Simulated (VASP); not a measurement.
# Os (I4/mmm) in VASP: a series of runs, part 3 of 3

VASP 6.6.1. Earlier steps stand in the parts before.

### 6 Electric field gradients, PBEsol (zz strain of +1 %)

Contents of INCAR:

```
SYSTEM = Os
  ALGO = Normal
  EDIFF = 1E-8
  ENCUT = 520
  GGA = PS
  ISIF = 2
  ISMEAR = -1
  LASPH = .True.
  LCHARG = .False.
  LEFG = .True.
  LREAL = .False.
  LWAVE = .False.
  NBANDS = 10
  NELM = 60
  PREC = Accurate
  SIGMA = 0.05
```

Contents of KPOINTS:

```
k-points
0
Gamma
  14 14 14
  0 0 0
```

Contents of POSCAR:

```
Os
1.0
    0.0000000000      1.9450000000      1.9644500000
    1.9450000000      0.0000000000      1.9644500000
    1.9450000000      1.9450000000      0.0000000000
Os
1
Direct
    0.0000000000      0.0000000000      0.0000000000
```

Potentials or basis: VASP PAW PBE potentials, release 64 (Os).

Command:

```bash
cat potpaw_PBE.64/Os/POTCAR > POTCAR
mpirun -np 1 vasp_std > vasp.out
```

OUTCAR:

```text
SYSTEM = Os
   EDIFF = 1E-8
   ENCUT = 520
   GGA = PS
   ISIF = 2
   ISMEAR = -1
   LASPH = .True.
   LREAL = .False.
   NELM = 60
   PREC = Accurate

 ion  position               nearest neighbor table
   1  0.000  0.000  0.000-

  LATTYP: Found a body centered tetragonal cell.
 ALAT       =     2.7506453788
 C/A-ratio  =     1.4283556980

  Lattice vectors:

 A1 = (  -1.9450000000,   0.0000000000,   1.9644500000)
 A2 = (   1.9450000000,   0.0000000000,   1.9644500000)
 A3 = (   0.0000000000,   1.9450000000,  -1.9644500000)

Analysis of symmetry for initial positions (statically):
=====================================================================
 Subroutine PRICEL returns:
 Original cell was already a primitive cell.

 Routine SETGRP: Setting up the symmetry group for a
 body centered tetragonal supercell.

 Subroutine GETGRP returns: Found 16 space group operations
 (whereof 16 operations were pure point group operations)
 out of a pool of 16 trial point group operations.
[... 493 lines left out ...]
 -----------------------------------------------------------------------------
  energy-cutoff  :      520.00
  volume of cell :       14.86
      direct lattice vectors                 reciprocal lattice vectors
     0.000000000  1.945000000  1.964450000    -0.257069409  0.257069409  0.254524167
     1.945000000  0.000000000  1.964450000     0.257069409 -0.257069409  0.254524167
     1.945000000  1.945000000  0.000000000     0.257069409  0.257069409 -0.254524167

 POSITION                                       TOTAL-FORCE (eV/Angst)
 -----------------------------------------------------------------------------------
      0.00000      0.00000      0.00000         0.000000     -0.000000      0.000000
 -----------------------------------------------------------------------------------
    total drift:                                0.000000      0.000000     -0.000000

  FREE ENERGIE OF THE ION-ELECTRON SYSTEM (eV)
  ---------------------------------------------------
  free  energy   TOTEN  =       -12.0271633214 eV

  energy  without entropy=      -12.0167554228  energy(sigma->0) =      -12.02195937

 Electric field gradients (V/A^2)
---------------------------------------------------------------------
 ion       V_xx      V_yy      V_zz      V_xy      V_xz      V_yz
---------------------------------------------------------------------
   1      -0.898    -0.898     1.796     0.000    -0.000    -0.000
---------------------------------------------------------------------

 Electric field gradients after diagonalization (V/A^2)
 (convention: |V_zz| > |V_xx| > |V_yy|)
----------------------------------------------------------------------
 ion       V_xx      V_yy      V_zz     asymmetry (V_yy - V_xx)/ V_zz
----------------------------------------------------------------------
   1      -0.898    -0.898     1.796       0.000
----------------------------------------------------------------------

           NMR quadrupolar parameters

 Cq : quadrupolar parameter    Cq=e*Q*V_zz/h
 eta: asymmetry parameters     (V_yy - V_xx)/ V_zz
 Q  : nuclear electric quadrupole moment in mb (millibarn)
----------------------------------------------------------------------
 ion       Cq(MHz)       eta       Q (mb)
----------------------------------------------------------------------
   1       0.004       0.000       1.000
----------------------------------------------------------------------
```

stdout:

```text
POSCAR found type information on POSCAR Os
 POSCAR found :  1 types and       1 ions
 scaLAPACK will be used
 -----------------------------------------------------------------------------
|                                                                             |
|                                                                             |
|     You enforced a specific xc type in the INCAR file but a different       |
|     I HOPE YOU KNOW WHAT YOU ARE DOING!                                     |
|                                                                             |
 -----------------------------------------------------------------------------

 LDA part: xc-table for (Slater+PW92), standard interpolation
 POSCAR, INCAR and KPOINTS ok, starting setup
 FFT: planning ... GRIDC
 FFT: planning ... GRID_SOFT
 FFT: planning ... GRID
 WAVECAR not read
 entering main loop
ion   1
```

It took 21 s on 1 thread of Intel Xeon Platinum 8259CL at 2.50GHz (Skylake/Cascade Lake), shared host; peak memory 0.17 GiB.

What came out:

```
Free energy            : -12.0272 eV
Pressure               : -23.2 GPa
Band gap on the k mesh : zero (band 4 reaches 10.57 eV, above the bottom of band 5 at 7.07 eV)
```

Electric field gradients, principal values (V/Å²):
```tsv
atom	least	middle	greatest (by size)
1 Os	-0.898	-0.898	1.796
```

Caveat: the cell differs from its parent crystal (zz strain of +1 %); without QUAD_EFG the Cq values of the log hold for a quadrupole moment of 1 mb, not for the nuclei; the PAW data sets were made with another functional, which shifts forces and pressure a little; spin-orbit coupling is left out, which moves the levels of the heavy elements.

### 7 Overview

```tsv
cell	gap on the mesh (eV)	pressure (GPa)
a = 2.710, b = 2.710, c = 2.751 Å, angles 59.5, 59.5, 61.0°, 1 atom	none	-8.8
a = 2.723, b = 2.723, c = 2.751 Å, angles 59.7, 59.7, 60.7°, 1 atom	none	-12.8
a = 2.737, b = 2.737, c = 2.723 Å, angles 60.2, 60.2, 59.7°, 1 atom	none	-12.9
a = 2.764, b = 2.764, c = 2.751 Å, angles 60.2, 60.2, 59.7°, 1 atom	none	-23.2
```

Alike in all rows: task electric field gradients; level PBEsol; potentials or basis VASP PAW PBE potentials, release 64 (Os); no spin polarisation; k mesh 14 × 14 × 14; cutoff (eV) 520; smearing fermi-dirac 0.05 eV.

Caveats: the PAW data sets were made with another functional, which shifts forces and pressure a little; spin-orbit coupling is left out, which moves the levels of the heavy elements.

Total energies depend on the potentials used, so only differences within one code and one set of settings carry meaning.
